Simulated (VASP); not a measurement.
# MgO in VASP: further runs

Aim: see how the results for MgO move with the level of theory and the settings. Levels: HSE06, r2SCAN, PBE. Tasks: single point.

Everything below comes from runs of VASP 6.6.1. Logs are shortened: lines on timing, memory, paths and dates and some standing lists are left out, and cuts for length are marked.

### 1 The cell of the first run

It takes space group R-3m (No. 166, trigonal). Conventional cell: a = 3.092 Å, b = 3.092 Å, c = 7.185 Å, α = 90.00°, β = 90.00°, γ = 120.00°. Within 2.8 Å of Mg (site symmetry -3m) lie 6 O at 2.15 Å. Within 2.8 Å of O (site symmetry -3m) lie 6 Mg at 2.15 Å.

### 2 Single point, HSE06 (epitaxial 111 strain +4.0%)

POSCAR reads:

```
MgO
1.0
   -0.0747404213      2.1115136908      2.1115136908
    2.1115136908     -0.0747404213      2.1115136908
    2.1115136908      2.1115136908     -0.0747404213
Mg O
1 1
Direct
    0.0000000000      0.0000000000      0.0000000000
    0.5000000000      0.5000000000      0.5000000000
```

INCAR.step1 reads:

```
SYSTEM = MgO
PREC     = Accurate       ! precision mode
ENCUT    = 520            ! plane-wave cutoff, eV
EDIFF    = 1E-5           ! SCF threshold, eV
ISMEAR   = 0              ! smearing method
SIGMA    = 0.01           ! smearing width, eV
LREAL    = .FALSE.        ! projectors in reciprocal space
LASPH    = .TRUE.         ! aspherical terms in the spheres
NELM     = 60             ! most SCF steps
ALGO     = Normal         ! electronic algorithm
ISIF     = 2              ! what is computed and relaxed
LWAVE    = .TRUE.         ! write WAVECAR
LCHARG   = .FALSE.        ! write CHGCAR
GGA      = PE             ! functional
NBANDS   = 11             ! bands
```

INCAR.step2 reads:

```
SYSTEM = MgO
PREC     = Accurate       ! precision mode
ENCUT    = 520            ! plane-wave cutoff, eV
EDIFF    = 1E-7           ! SCF threshold, eV
ISMEAR   = 0              ! smearing method
SIGMA    = 0.01           ! smearing width, eV
LREAL    = .FALSE.        ! projectors in reciprocal space
LASPH    = .TRUE.         ! aspherical terms in the spheres
NELM     = 60             ! most SCF steps
ALGO     = Normal         ! electronic algorithm
ISIF     = 2              ! what is computed and relaxed
LWAVE    = .FALSE.        ! write WAVECAR
LCHARG   = .FALSE.        ! write CHGCAR
GGA      = PE             ! functional
LHFCALC  = .TRUE.         ! exact exchange
HFSCREEN = 0.2079         ! screening, 1/A
PRECFOCK = Normal       
ISTART   = 1            
NBANDS   = 11             ! bands
```

KPOINTS reads:

```
regular mesh
0
G
  8 8 8
  0 0 0
```

Potentials or basis: VASP PAW PBE potentials, release 64 (Mg, O).

On the command line:

```sh
> cat potpaw_PBE.64/Mg/POTCAR potpaw_PBE.64/O/POTCAR > POTCAR
> cp INCAR.step1 INCAR
> mpirun -np 1 vasp_std > vasp.out
> cp INCAR.step2 INCAR
> mpirun -np 1 vasp_std > vasp.out
```

OUTCAR:

```text
SYSTEM = MgO
   PREC = Accurate
   ENCUT = 520
   EDIFF = 1E-7
   ISMEAR = 0
   LREAL = .FALSE.
   LASPH = .TRUE.
   NELM = 60
   ISIF = 2
   GGA = PE
   LHFCALC = .TRUE.
   HFSCREEN = 0.2079
   PRECFOCK = Normal
   ISTART = 1

 ion  position               nearest neighbor table
   1  0.000  0.000  0.000-   2 2.15   2 2.15   2 2.15   2 2.15   2 2.15   2 2.15
   2  0.500  0.500  0.500-   1 2.15   1 2.15   1 2.15   1 2.15   1 2.15   1 2.15

  LATTYP: Found a trigonal (rhomboedric) cell.
 ALAT       =     2.9870664980
 COS(alpha) =     0.4643125193

  Lattice vectors:

 A1 = (  -0.0747404213,   2.1115136908,   2.1115136908)
 A2 = (   2.1115136908,  -0.0747404213,   2.1115136908)
 A3 = (   2.1115136908,   2.1115136908,  -0.0747404213)

Analysis of symmetry for initial positions (statically):
=====================================================================
 Subroutine PRICEL returns:
 Original cell was already a primitive cell.

 Routine SETGRP: Setting up the symmetry group for a
 trigonal (rhombohedral) supercell.

 Subroutine GETGRP returns: Found 12 space group operations
 (whereof 12 operations were pure point group operations)
 out of a pool of 12 trial point group operations.

The static configuration has the point symmetry D_3d.

Analysis of symmetry for dynamics (positions and initial velocities):
=====================================================================
 Subroutine PRICEL returns:
 Original cell was already a primitive cell.

 Routine SETGRP: Setting up the symmetry group for a
 trigonal (rhombohedral) supercell.

 Subroutine GETGRP returns: Found 12 space group operations
 (whereof 12 operations were pure point group operations)
 out of a pool of 12 trial point group operations.

The dynamic configuration has the point symmetry D_3d.

 Subroutine INISYM returns: Found 12 space group operations
 (whereof 12 operations are pure point group operations),
 and found     1 'primitive' translations

----------------------------------------------------------------------------------------

                                     Primitive cell

  volume of cell :      19.8276

  direct lattice vectors                    reciprocal lattice vectors
    -0.074740421  2.111513691  2.111513691    -0.224581127  0.232822244  0.232822244
     2.111513691 -0.074740421  2.111513691     0.232822244 -0.224581127  0.232822244
     2.111513691  2.111513691 -0.074740421     0.232822244  0.232822244 -0.224581127

  length of vectors
     2.987066498  2.987066498  2.987066498     0.398558750  0.398558750  0.398558750

  position of ions in fractional coordinates (direct lattice)
     0.000000000  0.000000000  0.000000000
     0.500000000  0.500000000  0.500000000

  ion indices of the primitive-cell ions
   primitive index   ion index
                 1           1
                 2           2

----------------------------------------------------------------------------------------

 KPOINTS: regular mesh

Automatic generation of k-mesh.
 Grid dimensions read from file:
 generate k-points for:    8    8    8

 Generating k-lattice:

  Cartesian coordinates                     Fractional coordinates (reciprocal lattice)
    -0.028072641  0.029102781  0.029102781     0.125000000 -0.000000000 -0.000000000
     0.029102781 -0.028072641  0.029102781    -0.000000000  0.125000000 -0.000000000
     0.029102781  0.029102781 -0.028072641    -0.000000000 -0.000000000  0.125000000

  Length of vectors
     0.049819844  0.049819844  0.049819844

  Shift w.r.t. Gamma in fractional coordinates (k-lattice)
     0.000000000  0.000000000  0.000000000

 Subroutine IBZKPT returns following result:
 ===========================================

 Found     65 irreducible k-points:

 Following reciprocal coordinates:
            Coordinates               Weight
  0.000000  0.000000  0.000000      1.000000
  0.125000  0.000000 -0.000000      6.000000
  0.250000  0.000000 -0.000000      6.000000
  0.375000  0.000000  0.000000      6.000000
  0.500000  0.000000 -0.000000      3.000000
  0.125000  0.125000  0.000000      6.000000
[... 16 lines left out ...]
  0.250000  0.125000  0.125000      6.000000
  0.375000  0.125000  0.125000      6.000000
 [... further k-points ...]
   k-points           NKPTS =     65   k-points in BZ     NKDIM =    512   number of bands    NBANDS=     11
   number of dos      NEDOS =    301   number of ions     NIONS =      2
   total plane-waves  NPLWV =  13824
   dimension x,y,z NGX =    24 NGY =   24 NGZ =   24
   dimension x,y,z NGXF=    48 NGYF=   48 NGZF=   48
   ions per type =               1   1
   NGX,Y,Z   is equivalent  to a cutoff of  13.36, 13.36, 13.36 a.u.
   NGXF,Y,Z  is equivalent  to a cutoff of  26.71, 26.71, 26.71 a.u.
 SYSTEM =  MgO
   PREC   = accura    normal or accurate (medium, high low for compatibility)
   ISTART =      1    job   : 0-new  1-cont  2-samecut
   ICHARG =      0    charge: 1-file 2-atom 10-const
   ISPIN  =      1    spin polarized calculation?
   LNONCOLLINEAR =      F non collinear calculations
   LSORBIT =      F    spin-orbit coupling
   LASPH  =      T    aspherical Exc in radial PAW
   ENCUT  =  520.0 eV  38.22 Ry    6.18 a.u.   5.55  5.55  5.55*2*pi/ulx,y,z
   NELM   =     60;   NELMIN=  2; NELMDL=  0     # of ELM steps
   EDIFF  = 0.1E-06   stopping-criterion for ELM
   LREAL  =      F    real-space projection
   EDIFFG = 0.1E-05   stopping-criterion for IOM
   NSW    =      0    number of steps for IOM
   IBRION =     -1    ionic relax: 0-MD 1-quasi-New 2-CG
   NFREE  =      0    steps in history (QN), initial steepest desc. (CG)
   ISIF   =      2    stress and relaxation
   ISYM   =      3    0-nonsym 1-usesym 2-fastsym
   POTIM  = 0.5000    time-step for ionic-motion
   TEBEG  =    0.0;   TEEND  =   0.0 temperature during run
   PSTRESS=    0.0 pullay stress
   NELECT =       8.0000    total number of electrons
   NUPDOWN=      -1.0000    fix difference up-down
   EMIN   =  10.00;   EMAX   =-10.00  energy-range for DOS
   EFERMI =   0.00;   METHOD = LEGACY
   ISMEAR =     0;   SIGMA  =   0.01  broadening in eV -4-tet -1-fermi 0-gaus
   EFERMI_NEDOS =   21; number of points for ismear=-14 and -15
   IALGO  =     38    algorithm
   IMIX   =      1    mixing-type and parameters
     AMIX     =   0.40;   BMIX     =  1.00
     AMIX_MAG =   1.60;   BMIX_MAG =  1.00
  volume/ion in A,a.u.               =       9.91        66.90
  Fermi-wavevector in a.u.,A,eV,Ry     =   1.209711  2.286021 19.910761  1.463400
  Thomas-Fermi vector in A             =   2.345280
   LORBIT       =      0    0 simple, 1 ext, 2 COOP (PROOUT), +10 PAW based schemes
   GGA     = PE    functional components
   LHFCALC =     T    Hartree Fock is set to
   PRECFOCK=normal    Normal, Fast or Accurate (Low or Medium for compatibility)
   ENCUT4O =  -1.0   cutoff for four orbital integrals eV
   NKREDX  =     1    reduce k-point grid by
   NKREDY  =     1    reduce k-point grid by
   NKREDZ  =     1    reduce k-point grid by
   AEXX    =    0.2500 exact exchange contribution
   HFSCREEN=    0.2079 screening length (either q_TF or 0.3 A-1)
   HFSCREENC=   0.2079 screening length for correlation (either q_TF or 0.3 A-1)
   ENCUTFOCK=  -1.0 apply spherical cutoff to Coloumb kernel
   IVDW    =     0    specifies the selected vdW correction
   LEPSILON=     F    determine dielectric tensor
   LRPA    =     F    only Hartree local field effects (RPA)
 non-spin polarized calculation
 Gauss-broadening in eV      SIGMA  =   0.01
  energy-cutoff  :      520.00
  volume of cell :       19.83
 maximum number of plane-waves:       547
 NGX is ok and might be reduce to    24
  NGX = 18; NGY = 18; NGZ = 18

 number of electron       7.9999999 magnetization

 Free energy of the ion-electron system (eV)
  ---------------------------------------------------
  ext. energy  EPLUGINS =         0.00000000
  ---------------------------------------------------
  free energy    TOTEN  =       -14.13606786 eV

  energy without entropy =      -14.13606786  energy(sigma->0) =      -14.13606786

 E-fermi :   1.8413     XC(G=0):  -8.8799

 val. band max:        1.7754471697   @ k =   0.0000   0.0000   0.0000
 cond. band min:       7.3268997248   @ k =   0.0000   0.0000   0.0000
 fundamental gap:      5.5514525551
 Fermi energy:         1.8413485908

 k-point     1 :       0.0000    0.0000    0.0000
  band No.  band energies     occupation
      1     -16.9796      2.00000
      2       1.4346      2.00000
      3       1.4346      2.00000
      4       1.7754      2.00000
      5       7.3269      0.00000
      6      18.4105      0.00000
      7      18.4106      0.00000
      8      20.0141      0.00000
      9      22.6087      0.00000
     10      24.5879      0.00000
     11      24.5879      0.00000

 k-point     2 :       0.1250    0.0000   -0.0000
  band No.  band energies     occupation
      1     -16.8298      2.00000
      2       0.5200      2.00000
      3       1.3447      2.00000
      4       1.6416      2.00000
      5       8.2581      0.00000
      6      17.0031      0.00000
      7      18.7876      0.00000
      8      20.1642      0.00000
      9      23.3508      0.00000
     10      23.6931      0.00000
     11      24.8229      0.00000

 k-point     3 :       0.2500    0.0000   -0.0000
  band No.  band energies     occupation
      1     -16.4435      2.00000
      2      -1.2086      2.00000
      3       1.1365      2.00000
      4       1.4047      2.00000
      5       9.8292      0.00000
      6      15.5280      0.00000
      7      19.4058      0.00000
      8      20.3890      0.00000
      9      22.6487      0.00000
     10      23.6579      0.00000
     11      24.8809      0.00000

 k-point     4 :       0.3750    0.0000    0.0000
  band No.  band energies     occupation
      1     -16.0144      2.00000
      2      -2.6295      2.00000
      3       0.9394      2.00000
      4       1.1861      2.00000
      5      10.7176      0.00000
      6      15.2607      0.00000
      7      19.3054      0.00000
      8      20.0471      0.00000
      9      23.7481      0.00000
     10      24.0446      0.00000
     11      25.2591      0.00000
[... 239 lines left out ...]
 k-point    22 :       0.1250    0.1250    0.1250
  band No.  band energies     occupation
      1     -16.8095      2.00000
      2       0.8131      2.00000
      3       1.3159      2.00000
      4       1.3159      2.00000
      5       8.2723      0.00000
      6      17.8113      0.00000
      7      18.7558      0.00000
      8      18.7558      0.00000
      9      23.3239      0.00000
     10      23.3239      0.00000
     11      24.6479      0.00000

 k-point    23 :       0.2500    0.1250    0.1250
  band No.  band energies     occupation
      1     -16.5715      2.00000
      2      -0.3108      2.00000
      3       1.0785      2.00000
      4       1.2621      2.00000
      5       9.3905      0.00000
      6      16.1067      0.00000
      7      19.2523      0.00000
      8      19.4580      0.00000
      9      21.5277      0.00000
     10      23.9416      0.00000
     11      26.0598      0.00000

 k-point    24 :       0.3750    0.1250    0.1250
  band No.  band energies     occupation
      1     -16.1692      2.00000
      2      -1.7525      2.00000
      3       0.7469      2.00000
      4       1.0580      2.00000
      5      10.8726      0.00000
      6      15.0034      0.00000
      7      18.7839      0.00000
      8      20.1124      0.00000
      9      21.3385      0.00000
     10      24.8007      0.00000
     11      26.4232      0.00000

 [... further k-points ...]

------------------------ aborting loop because EDIFF is reached ----------------------------------------

  FORCE on cell =-STRESS in cart. coord.  units (eV):
  Direction    XX          YY          ZZ          XY          YZ          ZX
  --------------------------------------------------------------------------------------
  -------------------------------------------------------------------------------------
  Total       -1.2550415     -1.2550415     -1.2550415      0.5824423      0.5824423      0.5824423
  in kB     -101.4141565   -101.4141565   -101.4141565     47.0644980     47.0644980     47.0644980
  external PRESSURE =    -101.4141565 kB  Pullay stress =       0.0000000 kB

 VOLUME and BASIS-vectors are now :
 -----------------------------------------------------------------------------
  energy-cutoff  :      520.00
  volume of cell :       19.83
      direct lattice vectors                 reciprocal lattice vectors
    -0.074740421  2.111513691  2.111513691    -0.224581127  0.232822244  0.232822244
     2.111513691 -0.074740421  2.111513691     0.232822244 -0.224581127  0.232822244
     2.111513691  2.111513691 -0.074740421     0.232822244  0.232822244 -0.224581127

 POSITION                                       TOTAL-FORCE (eV/Angst)
 -----------------------------------------------------------------------------------
      0.00000      0.00000      0.00000        -0.000000      0.000000      0.000000
      2.07414      2.07414      2.07414         0.000000     -0.000000     -0.000000
 -----------------------------------------------------------------------------------
    total drift:                                0.000000      0.000000      0.000000

  FREE ENERGIE OF THE ION-ELECTRON SYSTEM (eV)
  ---------------------------------------------------
  free  energy   TOTEN  =       -14.1360678645 eV

  energy  without entropy=      -14.1360678645  energy(sigma->0) =      -14.13606786
```

Run time: 1.7 h. Hardware: 1 thread of AMD EPYC 7R43 (Zen 3), shared host; peak memory 0.23 GiB.

Results:

```yaml
Free_energy: -14.1361 eV
Pressure: -10.1 GPa
Band_gap_on_the_k_mesh: 5.55 eV
```

Stress tensor (GPa, compression positive):
```
-10.14   4.71   4.71
  4.71 -10.14   4.71
  4.71   4.71 -10.14
```

Levels at points of the mesh, in eV from the valence-band top:
```csv
k point,band 1,band 2,band 3,band 4,band 5,band 6,band 7,band 8,band 9
"(0.00, 0.00, 0.00)",-18.76,-0.34,-0.34,0.00,5.55,16.64,16.64,18.24,20.83
"(0.50, 0.00, 0.00)",-17.60,-4.95,-0.91,-0.68,9.11,13.68,17.36,18.08,22.02
"(0.50, 0.50, 0.00)",-17.30,-4.36,-1.82,-1.40,10.25,11.20,14.39,19.81,20.58
"(0.50, 0.50, 0.50)",-17.43,-4.71,-1.09,-1.09,8.70,14.46,16.69,16.69,21.37
```

Caveat: the cell differs from its parent crystal (epitaxial 111 strain +4.0%); the cell stands under tension; the PAW data sets were made with another functional, which shifts forces and pressure a little.

### 3 Single point, r2SCAN

This run uses another cell than the first one, of 9.29 Å³/atom.

POSCAR reads:

```
MgO
1.0
    0.0000000000      2.1021674155      2.1021674155
    2.1021674155      0.0000000000      2.1021674155
    2.1021674155      2.1021674155      0.0000000000
Mg O
1 1
Direct
    0.0000000000      0.0000000000      0.0000000000
    0.5000000000      0.5000000000      0.5000000000
```

INCAR.step1 reads:

```
PREC = Accurate
ENCUT = 920
ISMEAR = 0
SIGMA = 0.01
LREAL = False
LASPH = True
NELM = 120
NBANDS = 15
GGA = PE
ALGO = Normal
EDIFF = 1E-5
LWAVE = True
LCHARG = False
GGA_COMPAT = False
```

INCAR.step2 reads:

```
PREC = Accurate
ENCUT = 920
EDIFF = 1E-6
ISMEAR = 0
SIGMA = 0.01
LREAL = False
LASPH = True
NELM = 120
ALGO = Normal
ISIF = 2
LWAVE = False
LCHARG = True
METAGGA = R2SCAN
LMIXTAU = True
LELF = True
LVHAR = True
NBANDS = 15
ISTART = 1
GGA_COMPAT = False
```

KPOINTS reads:

```
Automatic mesh
0
Gamma
  10 10 10
```

Potentials or basis: VASP PAW PBE potentials, release 64 (Mg_sv, O).

On the command line:

```sh
> cat potpaw_PBE.64/Mg_sv/POTCAR potpaw_PBE.64/O/POTCAR > POTCAR
> cp INCAR.step1 INCAR
> mpirun -np 1 vasp_std > vasp.out
> cp INCAR.step2 INCAR
> mpirun -np 1 vasp_std > vasp.out
```

Run time: 98 s. Hardware: 1 thread of Intel Xeon Platinum 8488C (Sapphire Rapids), shared host; peak memory 0.18 GiB.

Results (log left out):

| Item | Value |
| --- | --- |
| Free energy | -16.1547 eV |
| Pressure | 0.5 GPa |
| Band gap on the k mesh | 5.70 eV |

Levels at points of the mesh, in eV from the valence-band top:
```
           k point  band 5  band 6  band 7  band 8  band 9  band 10  band 11  band 12
(0.00, 0.00, 0.00)  -18.22    0.00    0.00    0.00    5.70    16.89    16.89    16.89
(0.50, 0.00, 0.00)  -16.92   -4.62   -0.68   -0.68    8.87    13.91    17.57    17.57
(0.50, 0.50, 0.00)  -16.71   -4.09   -1.37   -1.37   10.05    11.22    14.38    20.55
```

Caveat: the PAW data sets were made with another functional, which shifts forces and pressure a little.

### 4 Single point, r2SCAN (epitaxial 111 strain -4.0%)

POSCAR reads:

```
MgO
1.0
    0.0748698301      2.0929505489      2.0929505489
    2.0929505489      0.0748698301      2.0929505489
    2.0929505489      2.0929505489      0.0748698301
Mg O
1 1
Direct
    0.0000000000      0.0000000000      0.0000000000
    0.5000000000      0.5000000000      0.5000000000
```

INCAR.step1 reads:

```
SYSTEM = MgO
  ALGO = Normal
  EDIFF = 1E-5
  ENCUT = 920
  GGA = PE
  GGA_COMPAT = .FALSE.
  ISMEAR = 0
  LASPH = .TRUE.
  LCHARG = .FALSE.
  LREAL = .FALSE.
  LWAVE = .TRUE.
  NBANDS = 15
  NELM = 120
  PREC = Accurate
  SIGMA = 0.01
```

INCAR.step2 reads:

```
SYSTEM = MgO
  ALGO = Normal
  EDIFF = 1E-6
  ENCUT = 920
  GGA_COMPAT = .FALSE.
  ISIF = 2
  ISMEAR = 0
  ISTART = 1
  LASPH = .TRUE.
  LCHARG = .FALSE.
  LMIXTAU = .TRUE.
  LREAL = .FALSE.
  LWAVE = .FALSE.
  METAGGA = R2SCAN
  NBANDS = 15
  NELM = 120
  PREC = Accurate
  SIGMA = 0.01
```

KPOINTS reads:

```
k-points
0
G
  10 10 10
  0 0 0
```

On the command line:

```sh
> cat potpaw_PBE.64/Mg_sv/POTCAR potpaw_PBE.64/O/POTCAR > POTCAR
> cp INCAR.step1 INCAR
> mpirun -np 1 vasp_std > vasp.out
> cp INCAR.step2 INCAR
> mpirun -np 1 vasp_std > vasp.out
```

It took 2.2 min on 1 thread of Intel Xeon 6975P-C (Granite Rapids), shared host; peak memory 0.21 GiB.

The run converged. Its results:

```
Free energy            : -16.0632 eV
Pressure               : 14.0 GPa
Band gap on the k mesh : 6.20 eV
```

Stress tensor (GPa, compression positive):
```
14.00 -6.55 -6.55
-6.55 14.00 -6.55
-6.55 -6.55 14.00
```

Levels at points of the mesh, in eV from the valence-band top:
```
           k point  band 6  band 7  band 8  band 9  band 10  band 11
(0.00, 0.00, 0.00)   -0.47    0.00    0.00    6.20    16.12    17.70
(0.50, 0.00, 0.00)   -5.04   -1.16   -0.84    8.99    14.73    17.55
(0.50, 0.50, 0.00)   -4.54   -1.86   -1.39    9.87    11.93    14.92
(0.50, 0.50, 0.50)   -5.30   -0.65   -0.65    9.61    13.91    18.98
```

Caveat: the cell differs from its parent crystal (epitaxial 111 strain -4.0%); the cell stands under pressure; the PAW data sets were made with another functional, which shifts forces and pressure a little.

(Continued in part 2 of 2.)
